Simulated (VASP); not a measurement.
## Al: single point with PBE+D3(BJ)

Crystal: Al.

```
Al
1.0
     1.99136   -1.99136    0.00000
     1.99136    0.00000   -1.99136
     9.69750    9.69750    9.69750
Al
6
Direct
  0.66667 0.66667 0.06844
  0.00000 0.00000 0.75293
  0.33333 0.33333 0.20533
  0.66667 0.66667 0.47913
  0.00000 0.00000 0.34223
  0.33333 0.33333 0.61603
```

This cell differs from its parent crystal: the distance across one plane changed.

| Item | Value |
| --- | --- |
| Program | VASP 6.6.1 |
| Task | single point |
| Functional | PBE |
| Dispersion | D3(BJ) |
| Potentials or basis | VASP PAW PBE potentials, release 64 (Al) |
| Cutoff | 520 eV |
| k mesh | 24 × 24 × 5 |
| Occupations | gaussian, width 0.15 eV |
| Spin | no spin polarisation |

```json
{
  "Pressure": "-0.8 GPa",
  "Largest force": "0.194 eV/Å",
  "Band gap on the k mesh": "zero (bands 9 and 10 overlap by 3.44 eV)",
  "Dispersion energy per atom": "-0.304 eV"
}
```

Forces on the atoms (eV/Å):
```
Al  -0.112 -0.112 -0.112
Al   0.112  0.112  0.112
Al   0.067  0.067  0.067
Al   0.023  0.023  0.023
Al  -0.023 -0.023 -0.023
Al  -0.067 -0.067 -0.067
```

Stress tensor (GPa, compression positive):
```
-0.82  0.72  0.72
 0.72 -0.82  0.72
 0.72  0.72 -0.82
```

Levels at points of the mesh, in eV from the Fermi level:
| k point | band 5 | band 6 | band 7 | band 8 | band 9 | band 10 | band 11 | band 12 | band 13 | band 14 |
| --- | --- | --- | --- | --- | --- | --- | --- | --- | --- | --- |
| (0.00, 0.00, 0.00) | -7.34 | -5.53 | -3.95 | -1.54 | 0.13 | 3.31 | 3.94 | 8.57 | 8.60 | 11.24 |
| (0.50, 0.00, 0.00) | -3.98 | -3.85 | -3.07 | -2.50 | -1.38 | -1.09 | 0.47 | 0.53 | 1.89 | 1.90 |

Run time: 20 min on 1 thread of AMD EPYC 7R13, on a shared host, peak memory 0.55 GiB.

Caveat: the cell differs from its parent crystal (the distance across one plane changed).
